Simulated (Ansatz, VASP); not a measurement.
**Si5C in VASP and in Ansatz**

Contents of INCAR:

```
SYSTEM = Si5C
PREC = Accurate
ENCUT = 520
EDIFF = 1E-6
ISMEAR = 0
SIGMA = 0.2
LREAL = .False.
LASPH = .True.
NELM = 60
ALGO = Normal
ISIF = 2
LWAVE = .False.
LCHARG = .False.
GGA = PE
NBANDS = 36
```

KPOINTS

```
regular mesh
0
Gamma
  6 6 4
  0 0 0
```

POSCAR

```
Si5C
1.0
    4.4444341781      0.0000000000      0.0000000000
   -2.2222170891      3.8489929037      0.0000000000
    0.0000000000      0.0000000000      9.0474947300
Si C
10 2
Direct
    0.3333333333      0.6666666667      1.0000000000
    0.3333333333      0.6666666667      0.5000000000
    0.6666666667      0.3333333333      1.0000000000
    0.6666666667      0.3333333333      0.5000000000
    0.6737757685      0.6737757685      0.2500000000
    0.6737757685      0.6737757685      0.7500000000
    0.3262242315      1.0000000000      0.2500000000
    0.3262242315      1.0000000000      0.7500000000
    1.0000000000      0.3262242315      0.2500000000
    1.0000000000      0.3262242315      0.7500000000
    0.0000000000      0.0000000000      1.0000000000
    0.0000000000      0.0000000000      0.5000000000
```

Input for Ansatz:

```yaml
crystal:
  lattice:
    - [4.4444341781, 0.0, 0.0]
    - [-2.2222170891, 3.8489929037, 0.0]
    - [0.0, 0.0, 9.04749473]
  atoms:
    - { symbol: Si, position: [0.3333333333, 0.6666666667, 1.0] }
    - { symbol: Si, position: [0.3333333333, 0.6666666667, 0.5] }
    - { symbol: Si, position: [0.6666666667, 0.3333333333, 1.0] }
    - { symbol: Si, position: [0.6666666667, 0.3333333333, 0.5] }
    - { symbol: Si, position: [0.6737757685, 0.6737757685, 0.25] }
    - { symbol: Si, position: [0.6737757685, 0.6737757685, 0.75] }
    - { symbol: Si, position: [0.3262242315, 1.0, 0.25] }
    - { symbol: Si, position: [0.3262242315, 1.0, 0.75] }
    - { symbol: Si, position: [1.0, 0.3262242315, 0.25] }
    - { symbol: Si, position: [1.0, 0.3262242315, 0.75] }
    - { symbol: C, position: [0.0, 0.0, 1.0] }
    - { symbol: C, position: [0.0, 0.0, 0.5] }
basis:
  ecutwfc: 420
kpoints:
  mp_grid: { grid: [6, 6, 4] }
hamiltonian:
  xc: pbe
scf:
  occupations: { method: gaussian, width: 0.2 }
  lower_state_search: "off"
output:
  forces: true
  stress: true
  eigenvalues: true
```

Alike in both runs: task single point; functional PBE; k mesh 6 × 6 × 4; occupations gaussian, width 0.2 eV; no spin polarisation.

|  | VASP | Ansatz |
| --- | --- | --- |
| version | VASP 6.6.1 | Ansatz 0.2.0 |
| potentials or method | VASP PAW PBE potentials, release 64 (Si, C), cutoff 520 eV | scalar-relativistic, plane waves, PAW |
| valence electrons in the cell | 48 | 48 |

VASP gave:

```
gap on the k mesh at the Fermi level (eV)                     : none
pressure (GPa)                                                : -0.5
traceless stress, the component that is largest in VASP (GPa) : 0.67
rms of the force components (eV/Å)                            : 0.016
```

Problem. What did Ansatz give for the same quantities?

Solution. gap on the k mesh at the Fermi level (eV): none; pressure (GPa): -0.5; traceless stress, the component that is largest in VASP (GPa): 0.65; rms of the force components (eV/Å): 0.016.

Atom by atom the forces differ by 0.000 eV/Å (rms over components). A gap of «none» marks a metal or a gap that the smearing closes.
